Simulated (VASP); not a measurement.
Zn, 1 atom in the cell. Symmetry: Fm-3m, No. 225, cubic system. The conventional cell has a = 3.928 Å, b = 3.928 Å, c = 3.928 Å, α = 90.00°, β = 90.00°, γ = 90.00°. Zn (site symmetry m-3m) has 12 Zn at 2.78 Å within 3.7 Å. 

| Item | Value |
| --- | --- |
| Program | VASP 6.6.1 |
| Task | relaxation of cell and atoms |
| Functional | PBE |
| Potentials or basis | VASP PAW PBE potentials, release 64 (Zn) |
| Cutoff | 600 eV |
| k mesh | 18 × 18 × 18 |
| Occupations | fermi-dirac, width 0.05 eV |
| Spin | no spin polarisation |
| Dipole correction | no |
| Further INCAR settings | ALGO = Normal; EDIFF = 1e-06; IBRION = 2; EDIFFG = -0.005; NSW = 45; ISIF = 3 |

Potentials or basis: VASP PAW PBE potentials, release 64 (Zn).

Run with:

```sh
$ cat potpaw_PBE.64/Zn/POTCAR > POTCAR
$ mpirun -np 1 vasp_std > vasp.out
```

Hardware: 1 thread of Intel(R) Xeon(R) 6975P-C (Granite Rapids) (shared host).

How long does it take, and how much memory?

Wall time 12 s on 1 thread of Intel(R) Xeon(R) 6975P-C (Granite Rapids), on a shared host, peak memory 0.17 GiB. Counts: scf iterations 15, k points 195, ion steps 2.
